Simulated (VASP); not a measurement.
# Ir (P6_3/mmc) in VASP: notebook

The runs below take Ir through single point, with LDA.

Program: VASP 6.6.1. These are calculated values, not measurements. Logs are shortened: lines on timing, memory, paths and dates and some standing lists are left out, and cuts for length are marked.

**1. The cell of the first run**

The structure is hexagonal, space group P6_3/mmc (No. 194). The conventional cell has a = 2.651 Å, b = 2.651 Å, c = 4.620 Å, α = 90.00°, β = 90.00°, γ = 120.00°. Within 3.5 Å of Ir (site symmetry -6m2) lie 12 Ir at 2.65 to 2.77 Å.

This isn't the form of Ir at room conditions, which is fcc.

**2. Single point, LDA**

Contents of INCAR:

```
  PREC = Accurate
  ENCUT = 520
  EDIFF = 1E-7
  ISMEAR = 0
  SIGMA = 0.15
  LREAL = False
  LASPH = True
  NELM = 100
  ALGO = Normal
  ISIF = 2
  LWAVE = False
  LCHARG = True
  GGA = CA
  LELF = True
  LVHAR = True
  NBANDS = 16
```

Contents of KPOINTS:

```
Automatic mesh
0
Gamma
  18 18 10
```

Contents of POSCAR:

```
Ir
1.0
    2.6511000000      0.0000000000      0.0000000000
   -1.3255500000      2.2959199480      0.0000000000
    0.0000000000      0.0000000000      4.6202000000
Ir
2
Direct
    0.6666666667      0.3333333333      0.7500000000
    0.3333333333      0.6666666667      0.2500000000
```

Potentials or basis: VASP PAW LDA potentials, release 64 (Ir).

Command:

```bash
$ cat potpaw_LDA.64/Ir/POTCAR > POTCAR
$ mpirun -np 1 vasp_std > vasp.out
```

OUTCAR:

```text
PREC = Accurate
   ENCUT = 520
   EDIFF = 1E-7
   ISMEAR = 0
   LREAL = False
   LASPH = True
   NELM = 100
   ISIF = 2
   GGA = CA

 ion  position               nearest neighbor table
   1  0.667  0.333  0.750-   2 2.77   2 2.77   2 2.77   2 2.77   2 2.77   2 2.77
   2  0.333  0.667  0.250-   1 2.77   1 2.77   1 2.77   1 2.77   1 2.77   1 2.77

  LATTYP: Found a hexagonal cell.
 ALAT       =     2.6511000000
 C/A-ratio  =     1.7427482932

  Lattice vectors:

 A1 = (   2.6511000000,   0.0000000000,   0.0000000000)
 A2 = (  -1.3255500000,   2.2959199480,   0.0000000000)
 A3 = (   0.0000000000,   0.0000000000,   4.6202000000)

Analysis of symmetry for initial positions (statically):
=====================================================================
 Subroutine PRICEL returns:
 Original cell was already a primitive cell.

 Routine SETGRP: Setting up the symmetry group for a
 hexagonal supercell.

 Subroutine GETGRP returns: Found 24 space group operations
 (whereof 12 operations were pure point group operations)
 out of a pool of 24 trial point group operations.

The static configuration has the point symmetry D_3d.
 The point group associated with its full space group is D_6h.

Analysis of symmetry for dynamics (positions and initial velocities):
=====================================================================
 Subroutine PRICEL returns:
 Original cell was already a primitive cell.

 Routine SETGRP: Setting up the symmetry group for a
 hexagonal supercell.

 Subroutine GETGRP returns: Found 24 space group operations
 (whereof 12 operations were pure point group operations)
 out of a pool of 24 trial point group operations.

The dynamic configuration has the point symmetry D_3d.
 The point group associated with its full space group is D_6h.

 Subroutine INISYM returns: Found 24 space group operations
 (whereof 12 operations are pure point group operations),
 and found     1 'primitive' translations

----------------------------------------------------------------------------------------

                                     Primitive cell

  volume of cell :      28.1218

  direct lattice vectors                    reciprocal lattice vectors
     2.651100000  0.000000000  0.000000000     0.377201916  0.217777628  0.000000000
    -1.325550000  2.295919948  0.000000000     0.000000000  0.435555256  0.000000000
     0.000000000  0.000000000  4.620200000     0.000000000  0.000000000  0.216440847

  length of vectors
     2.651100000  2.651100000  4.620200000     0.435555256  0.435555256  0.216440847

  position of ions in fractional coordinates (direct lattice)
     0.666666667  0.333333333  0.750000000
     0.333333333  0.666666667  0.250000000

  ion indices of the primitive-cell ions
   primitive index   ion index
                 1           1
                 2           2

----------------------------------------------------------------------------------------

 KPOINTS: Automatic mesh

Automatic generation of k-mesh.
 Grid dimensions read from file:
 generate k-points for:   18   18   10

 Generating k-lattice:

  Cartesian coordinates                     Fractional coordinates (reciprocal lattice)
     0.020955662  0.012098757  0.000000000     0.055555556  0.000000000  0.000000000
     0.000000000  0.024197514  0.000000000     0.000000000  0.055555556  0.000000000
     0.000000000  0.000000000  0.021644085     0.000000000  0.000000000  0.100000000

  Length of vectors
     0.024197514  0.024197514  0.021644085

  Shift w.r.t. Gamma in fractional coordinates (k-lattice)
     0.000000000  0.000000000  0.000000000

 Subroutine IBZKPT returns following result:
 ===========================================

 Found    222 irreducible k-points:

 Following reciprocal coordinates:
            Coordinates               Weight
  0.000000  0.000000  0.000000      1.000000
  0.055556 -0.000000  0.000000      6.000000
  0.111111 -0.000000  0.000000      6.000000
  0.166667 -0.000000  0.000000      6.000000
  0.222222 -0.000000  0.000000      6.000000
  0.277778 -0.000000  0.000000      6.000000
[... 16 lines left out ...]
  0.333333  0.111111  0.000000     12.000000
  0.388889  0.111111  0.000000     12.000000
 [... further k-points ...]
   k-points           NKPTS =    222   k-points in BZ     NKDIM =    222   number of bands    NBANDS=     16
   number of dos      NEDOS =    301   number of ions     NIONS =      2
   total plane-waves  NPLWV =  14400
   dimension x,y,z NGX =    20 NGY =   20 NGZ =   36
   dimension x,y,z NGXF=    40 NGYF=   40 NGZF=   72
   ions per type =               2
   NGX,Y,Z   is equivalent  to a cutoff of  12.54, 12.54, 12.95 a.u.
   NGXF,Y,Z  is equivalent  to a cutoff of  25.08, 25.08, 25.91 a.u.
 SYSTEM =  unknown system
   PREC   = accura    normal or accurate (medium, high low for compatibility)
   ISTART =      0    job   : 0-new  1-cont  2-samecut
   ICHARG =      2    charge: 1-file 2-atom 10-const
   ISPIN  =      1    spin polarized calculation?
   LNONCOLLINEAR =      F non collinear calculations
   LSORBIT =      F    spin-orbit coupling
   LASPH  =      T    aspherical Exc in radial PAW
   ENCUT  =  520.0 eV  38.22 Ry    6.18 a.u.   4.93  4.93  8.59*2*pi/ulx,y,z
   NELM   =    100;   NELMIN=  2; NELMDL= -5     # of ELM steps
   EDIFF  = 0.1E-06   stopping-criterion for ELM
   LREAL  =      F    real-space projection
   EDIFFG = 0.1E-05   stopping-criterion for IOM
   NSW    =      0    number of steps for IOM
   IBRION =     -1    ionic relax: 0-MD 1-quasi-New 2-CG
   NFREE  =      0    steps in history (QN), initial steepest desc. (CG)
   ISIF   =      2    stress and relaxation
   ISYM   =      2    0-nonsym 1-usesym 2-fastsym
   POTIM  = 0.5000    time-step for ionic-motion
   TEBEG  =    0.0;   TEEND  =   0.0 temperature during run
   PSTRESS=    0.0 pullay stress
   NELECT =      18.0000    total number of electrons
   NUPDOWN=      -1.0000    fix difference up-down
   EMIN   =  10.00;   EMAX   =-10.00  energy-range for DOS
   EFERMI =   0.00;   METHOD = LEGACY
   ISMEAR =     0;   SIGMA  =   0.15  broadening in eV -4-tet -1-fermi 0-gaus
   EFERMI_NEDOS =   21; number of points for ismear=-14 and -15
   IALGO  =     38    algorithm
   IMIX   =      4    mixing-type and parameters
     AMIX     =   0.40;   BMIX     =  1.00
     AMIX_MAG =   1.60;   BMIX_MAG =  1.00
  volume/ion in A,a.u.               =      14.06        94.89
  Fermi-wavevector in a.u.,A,eV,Ry     =   1.410862  2.666142 27.082816  1.990531
  Thomas-Fermi vector in A             =   2.532772
   LORBIT       =      0    0 simple, 1 ext, 2 COOP (PROOUT), +10 PAW based schemes
   GGA     = CA    functional components
   LHFCALC =     F    Hartree Fock is set to
   AEXX    =    0.0000 exact exchange contribution
   IVDW    =     0    specifies the selected vdW correction
   LEPSILON=     F    determine dielectric tensor
   LRPA    =     F    only Hartree local field effects (RPA)
 non-spin polarized calculation
 Gauss-broadening in eV      SIGMA  =   0.15
  energy-cutoff  :      520.00
  volume of cell :       28.12
 maximum number of plane-waves:       777
 NGX is ok and might be reduce to    20
   NGX =  9   NGY =  9   NGZ = 17

 number of electron      17.9999999 magnetization

 Free energy of the ion-electron system (eV)
  ---------------------------------------------------
  ext. energy  EPLUGINS =         0.00000000
  ---------------------------------------------------
  free energy    TOTEN  =       -20.39019836 eV

  energy without entropy =      -20.36485294  energy(sigma->0) =      -20.37752565

 E-fermi :  10.4361     XC(G=0): -14.1694

 val. band max:       10.4328876556   @ k =   0.0000   0.0000   0.4000
 cond. band min:      10.4369510148   @ k =   0.3333   0.3333   0.2000
 fundamental gap:      0.0040633592
 Fermi energy:        10.4361365213

 k-point     1 :       0.0000    0.0000    0.0000
  band No.  band energies     occupation
      1      -0.7521      2.00000
      2       2.0536      2.00000
      3       5.8070      2.00000
      4       6.6362      2.00000
      5       6.6362      2.00000
      6       7.1412      2.00000
[... 8 lines left out ...]
     15      25.8846      0.00000
     16      27.7869      0.00000

 k-point     2 :       0.0556   -0.0000    0.0000
  band No.  band energies     occupation
      1      -0.6210      2.00000
      2       2.1809      2.00000
      3       5.8125      2.00000
      4       6.6029      2.00000
      5       6.7489      2.00000
      6       7.0594      2.00000
[... 8 lines left out ...]
     15      26.0957      0.00000
     16      28.0283      0.00000

 k-point     3 :       0.1111   -0.0000    0.0000
  band No.  band energies     occupation
      1      -0.2396      2.00000
      2       2.5391      2.00000
      3       5.7479      2.00000
      4       6.5798      2.00000
      5       6.8903      2.00000
      6       7.0823      2.00000
[... 8 lines left out ...]
     15      26.6698      0.00000
     16      28.6363      0.00000

 k-point     4 :       0.1667   -0.0000    0.0000
  band No.  band energies     occupation
      1       0.3538      2.00000
      2       3.0348      2.00000
      3       5.5724      2.00000
      4       6.3903      2.00000
      5       6.4699      2.00000
      6       7.0640      2.00000
[... 8 lines left out ...]
     15      27.2737      0.00000
     16      28.9068      0.00000
[... 324 lines left out ...]
 k-point    22 :       0.2778    0.1111    0.0000
  band No.  band energies     occupation
      1       2.8158      2.00000
      2       3.6582      2.00000
      3       4.2824      2.00000
      4       5.6486      2.00000
      5       6.5004      2.00000
      6       6.5468      2.00000
[... 8 lines left out ...]
     15      23.6174      0.00000
     16      25.6774      0.00000

 k-point    23 :       0.3333    0.1111    0.0000
  band No.  band energies     occupation
      1       3.1431      2.00000
      2       3.4154      2.00000
      3       3.8976      2.00000
      4       6.1183      2.00000
      5       6.4414      2.00000
      6       6.9745      2.00000
[... 8 lines left out ...]
     15      22.3011      0.00000
     16      25.1162      0.00000

 k-point    24 :       0.3889    0.1111    0.0000
  band No.  band energies     occupation
      1       3.1738      2.00000
      2       3.3234      2.00000
      3       3.6614      2.00000
      4       6.4389      2.00000
      5       6.6578      2.00000
      6       6.8284      2.00000
[... 8 lines left out ...]
     15      21.1324      0.00000
     16      24.1623      0.00000

 [... further k-points ...]

------------------------ aborting loop because EDIFF is reached ----------------------------------------

  FORCE on cell =-STRESS in cart. coord.  units (eV):
  Direction    XX          YY          ZZ          XY          YZ          ZX
  --------------------------------------------------------------------------------------
  -------------------------------------------------------------------------------------
  Total        1.6791131      1.6791131     -3.3036542     -0.0000000      0.0000000      0.0000000
  in kB       95.6636429     95.6636429   -188.2181684     -0.0000000      0.0000000      0.0000000
  external PRESSURE =       1.0363725 kB  Pullay stress =       0.0000000 kB

 VOLUME and BASIS-vectors are now :
 -----------------------------------------------------------------------------
  energy-cutoff  :      520.00
  volume of cell :       28.12
      direct lattice vectors                 reciprocal lattice vectors
     2.651100000  0.000000000  0.000000000     0.377201916  0.217777628  0.000000000
    -1.325550000  2.295919948  0.000000000     0.000000000  0.435555256  0.000000000
     0.000000000  0.000000000  4.620200000     0.000000000  0.000000000  0.216440847

 POSITION                                       TOTAL-FORCE (eV/Angst)
 -----------------------------------------------------------------------------------
      1.32555      0.76531      3.46515        -0.000000      0.000000      0.000000
     -0.00000      1.53061      1.15505         0.000000     -0.000000      0.000000
 -----------------------------------------------------------------------------------
    total drift:                               -0.000000      0.000000     -0.000000

  FREE ENERGIE OF THE ION-ELECTRON SYSTEM (eV)
  ---------------------------------------------------
  free  energy   TOTEN  =       -20.3901983589 eV

  energy  without entropy=      -20.3648529429  energy(sigma->0) =      -20.37752565
```

It took 35 s on 1 thread of AMD EPYC 9R45 (Zen 5), shared host; peak memory 0.17 GiB.

What came out:

```
Free energy            : -20.3902 eV
Pressure               : 0.1 GPa
Band gap on the k mesh : zero (bands 9 and 10 overlap by 3.75 eV)
```

Levels at points of the mesh, in eV from the Fermi level:
```tsv
k point	band 5	band 6	band 7	band 8	band 9	band 10	band 11	band 12	band 13	band 14
(0.00, 0.00, 0.00)	-3.80	-3.29	-3.29	-1.69	-1.69	-1.37	0.44	0.44	6.24	14.78
(0.50, 0.00, 0.00)	-3.50	-3.30	-3.07	0.78	1.32	1.60	3.24	4.81	8.43	9.71
(0.00, 0.00, 0.50)	-3.79	-3.79	-3.79	-3.79	-0.31	-0.31	-0.31	-0.31	12.96	12.96
(0.50, 0.00, 0.50)	-1.76	-1.76	-0.83	-0.83	1.48	1.48	2.12	2.12	8.19	8.19
```

Caveat: the stress differs along the axes, from -19 to 10 GPa; spin-orbit coupling is left out, which moves the levels of the heavy elements.

**3. Single point, LDA**

This run uses another cell than the first one, of 14.18 Å³/atom.

Contents of INCAR:

```
SYSTEM = Ir
ALGO = Normal ; EDIFF = 1E-6
ENCUT = 520 ; GGA = CA
ISIF = 2 ; ISMEAR = 0
LASPH = .TRUE. ; LCHARG = .FALSE.
LREAL = .FALSE. ; LWAVE = .FALSE.
NBANDS = 16 ; NELM = 60
PREC = Accurate ; SIGMA = 0.15
```

Contents of KPOINTS:

```
k-points
0
G
  18 18 10
  0 0 0
```

Contents of POSCAR:

```
Ir
1.0
    2.7323000000      0.0000000000      0.0000000000
   -1.3661500000      2.3662412107      0.0000000000
    0.0000000000      0.0000000000      4.3862377060
Ir
2
Direct
    0.6666666667      0.3333333333      0.7500000000
    0.3333333333      0.6666666667      0.2500000000
```

Potentials or basis: VASP PAW LDA potentials, release 64 (Ir).

Command:

```bash
$ cat potpaw_LDA.64/Ir/POTCAR > POTCAR
$ mpirun -np 1 vasp_std > vasp.out
```

OUTCAR:

```text
SYSTEM = Ir
   EDIFF = 1E-6
   ENCUT = 520
   GGA = CA
   ISIF = 2
   ISMEAR = 0
   LASPH = .TRUE.
   LREAL = .FALSE.
   NELM = 60
   PREC = Accurate

 ion  position               nearest neighbor table
   1  0.667  0.333  0.750-   2 2.70   2 2.70   2 2.70   2 2.70   2 2.70   2 2.70
   2  0.333  0.667  0.250-   1 2.70   1 2.70   1 2.70   1 2.70   1 2.70   1 2.70

  LATTYP: Found a hexagonal cell.
 ALAT       =     2.7323000000
 C/A-ratio  =     1.6053280042

  Lattice vectors:
[... 645 lines left out ...]

------------------------ aborting loop because EDIFF is reached ----------------------------------------

  FORCE on cell =-STRESS in cart. coord.  units (eV):
  Direction    XX          YY          ZZ          XY          YZ          ZX
  --------------------------------------------------------------------------------------
  -------------------------------------------------------------------------------------
  Total       -1.1237213     -1.1237213     -0.4591694      0.0000000     -0.0000000      0.0000000
  in kB      -63.4877087    -63.4877087    -25.9420325      0.0000000     -0.0000000      0.0000000
  external PRESSURE =     -50.9724833 kB  Pullay stress =       0.0000000 kB

 VOLUME and BASIS-vectors are now :
 -----------------------------------------------------------------------------
  energy-cutoff  :      520.00
  volume of cell :       28.36
      direct lattice vectors                 reciprocal lattice vectors
     2.732300000  0.000000000  0.000000000     0.365992021  0.211305592  0.000000000
    -1.366150000  2.366241211  0.000000000     0.000000000  0.422611184  0.000000000
     0.000000000  0.000000000  4.386237706     0.000000000  0.000000000  0.227985820

 POSITION                                       TOTAL-FORCE (eV/Angst)
 -----------------------------------------------------------------------------------
      1.36615      0.78875      3.28968         0.000000      0.000000      0.000000
     -0.00000      1.57749      1.09656        -0.000000     -0.000000      0.000000
 -----------------------------------------------------------------------------------
    total drift:                               -0.000000      0.000000     -0.000000

  FREE ENERGIE OF THE ION-ELECTRON SYSTEM (eV)
  ---------------------------------------------------
  free  energy   TOTEN  =       -20.5021423420 eV

  energy  without entropy=      -20.4778336769  energy(sigma->0) =      -20.48998801
```

Wall time 35 s (1 thread of AMD EPYC 9R45 (Zen 5), shared host); peak memory 0.17 GiB.

Results:

```yaml
Free_energy: -20.5021 eV
Pressure: -5.1 GPa
Band_gap_on_the_k_mesh: zero (bands 9 and 10 overlap by 3.39 eV)
```

Caveat: the cell stands under tension; spin-orbit coupling is left out, which moves the levels of the heavy elements.

**4. Single point, LDA**

This run uses another cell than the first one, of 14.31 Å³/atom.

Contents of INCAR:

```
ALGO = Fast ; EDIFF = 1E-7
ENCUT = 520 ; GGA = CA
ISIF = 2 ; ISMEAR = 0
LASPH = T ; LCHARG = F
LREAL = F ; LWAVE = F
NBANDS = 16 ; NELM = 60
PREC = Accurate ; SIGMA = 0.15
```

Contents of KPOINTS:

```
k-points
0
Gamma
  18 18 10
```

Contents of POSCAR:

```
Ir
1.0
    2.7684000000      0.0000000000      0.0000000000
   -1.3842000000      2.3975047278      0.0000000000
    0.0000000000      0.0000000000      4.3131000000
Ir
2
Direct
    0.6666666667      0.3333333333      0.7500000000
    0.3333333333      0.6666666667      0.2500000000
```

Command:

```bash
$ cat potpaw_LDA.64/Ir/POTCAR > POTCAR
$ mpirun -np 1 vasp_std > vasp.out
```

Run time: 70 s. Hardware: 1 thread of AMD EPYC 9R45 (Zen 5), shared host; peak memory 0.18 GiB.

The run converged. Its results:

- Free energy: -20.4582 eV
- Pressure: -7.7 GPa
- Band gap on the k mesh: zero (bands 9 and 10 overlap by 3.26 eV)

Stress tensor (GPa, compression positive):
```
-12.53   0.00   0.00
  0.00 -12.53   0.00
  0.00   0.00   2.07
```

Levels at points of the mesh, in eV from the Fermi level:
| k point | band 6 | band 7 | band 8 | band 9 | band 10 | band 11 | band 12 | band 13 |
| --- | --- | --- | --- | --- | --- | --- | --- | --- |
| (0.00, 0.00, 0.00) | -3.13 | -3.13 | -2.74 | -2.74 | -0.38 | 0.21 | 0.21 | 7.49 |
| (0.50, 0.00, 0.00) | -3.34 | -2.76 | 0.39 | 0.90 | 1.10 | 2.77 | 4.13 | 8.30 |
| (0.00, 0.00, 0.50) | -4.11 | -4.11 | -4.11 | -0.49 | -0.49 | -0.49 | -0.49 | 13.65 |
| (0.50, 0.00, 0.50) | -2.33 | -1.01 | -1.01 | 0.70 | 0.70 | 1.96 | 1.96 | 7.44 |

Caveat: the stress differs along the axes, from -13 to 2 GPa; spin-orbit coupling is left out, which moves the levels of the heavy elements.

**5. Single point, LDA**

This run uses another cell than the first one, of 14.35 Å³/atom.

Contents of INCAR:

```
PREC = Accurate ; ENCUT = 520
EDIFF = 1E-7 ; ISMEAR = 0
SIGMA = 0.15 ; LREAL = F
LASPH = T ; NELM = 100
ALGO = Fast ; ISIF = 2
LWAVE = F ; LCHARG = F
NBANDS = 16
```

Contents of KPOINTS:

```
regular mesh
0
Gamma
  18 18 10
```

Contents of POSCAR:

```
Ir
1.0
    2.7864000000      0.0000000000      0.0000000000
   -1.3932000000      2.4130931851      0.0000000000
    0.0000000000      0.0000000000      4.2693000000
Ir
2
Direct
    0.6666666667      0.3333333333      0.7500000000
    0.3333333333      0.6666666667      0.2500000000
```

Command:

```bash
$ cat potpaw_LDA.64/Ir/POTCAR > POTCAR
$ mpirun -np 1 vasp_std > vasp.out
```

It took 63 s on 1 thread of AMD EPYC 9R45 (Zen 5), shared host; peak memory 0.17 GiB.

It converged, with:

```
Free energy            : -20.4203 eV
Pressure               : -7.8 GPa
Band gap on the k mesh : zero (bands 9 and 10 overlap by 3.17 eV)
```

Stress tensor (GPa, compression positive):
```
-14.31   0.00   0.00
  0.00 -14.31   0.00
  0.00   0.00   5.15
```

Levels at points of the mesh, in eV from the Fermi level:
```tsv
k point	band 6	band 7	band 8	band 9	band 10	band 11	band 12	band 13
(0.00, 0.00, 0.00)	-3.10	-3.10	-2.88	-2.88	-0.20	0.20	0.20	7.68
(0.50, 0.00, 0.00)	-3.24	-2.64	0.27	0.82	1.17	2.69	4.01	8.37
(0.00, 0.00, 0.50)	-4.16	-4.15	-4.15	-0.48	-0.48	-0.48	-0.48	13.60
(0.50, 0.00, 0.50)	-2.40	-1.02	-1.02	0.61	0.61	1.92	1.92	7.38
```

Caveat: the stress differs along the axes, from -14 to 5 GPa; spin-orbit coupling is left out, which moves the levels of the heavy elements.

[end of part 1 of 2]

The gap in the log of VASP goes by the Fermi energy; the results here count the filled bands.